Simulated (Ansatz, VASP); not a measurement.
## Two plane-wave programs on TaN

File INCAR:

```
ALGO = Normal
EDIFF = 1E-6
ENCUT = 520
GGA = PS
ISIF = 2
ISMEAR = 0
LASPH = True
LCHARG = False
LREAL = False
LWAVE = False
NBANDS = 15
NELM = 80
PREC = Accurate
SIGMA = 0.15
```

File KPOINTS:

```
k-points
0
Gamma
  18 18 18
```

The input POSCAR:

```
TaN
1.0
    0.0000000000      2.1790000000      2.1790000000
    2.1790000000      0.0000000000      2.1790000000
    2.1790000000      2.1790000000      0.0000000000
Ta N
1 1
Direct
    0.5000000000      0.5000000000      0.5000000000
   -0.1032583754      0.0000000000      0.0000000000
```

Input for Ansatz:

```yaml
crystal:
  lattice:
    - [0.0, 2.179, 2.179]
    - [2.179, 0.0, 2.179]
    - [2.179, 2.179, 0.0]
  atoms:
    - { symbol: Ta, position: [0.5, 0.5, 0.5] }
    - { symbol: "N", position: [-0.1032583754, 0.0, 0.0] }
basis:
  ecutwfc: 420
kpoints:
  mp_grid: { grid: [18, 18, 18] }
hamiltonian:
  xc: pbesol
scf:
  occupations: { method: gaussian, width: 0.15 }
output:
  forces: true
  stress: true
  eigenvalues: true
```

Alike in both runs: task single point; functional PBEsol; k mesh 18 × 18 × 18; occupations gaussian, width 0.15 eV; no spin polarisation.

|  | VASP | Ansatz |
| --- | --- | --- |
| version | VASP 6.6.1 | Ansatz 0.2.0 |
| potentials or method | VASP PAW PBE potentials, release 64 (Ta_pv, N), cutoff 520 eV | scalar-relativistic, plane waves, PAW |
| valence electrons in the cell | 16 | 18 |

|  | VASP | Ansatz | Ansatz less VASP |
| --- | --- | --- | --- |
| gap on the k mesh at the Fermi level (eV) | none | none | - |
| pressure (GPa) | 23.9 | 22.5 | -1.39 |
| traceless stress, the component that is largest in VASP (GPa) | -18.49 | -18.05 | +0.432 |
| rms of the force components (eV/Å) | 2.167 | 2.131 | -0.0369 |

VASP's potentials were made for PBE, not for PBEsol. Atom by atom the forces differ by 0.037 eV/Å (rms over components). A gap of «none» marks a metal or a gap that the smearing closes. The functional is the same, so the differences come from potentials, cutoffs and numerics. VASP's potentials hold 16 valence electrons a cell and Ansatz's 18, so a difference there can come from the potentials and not from the codes.

Neither program's run includes spin-orbit coupling.
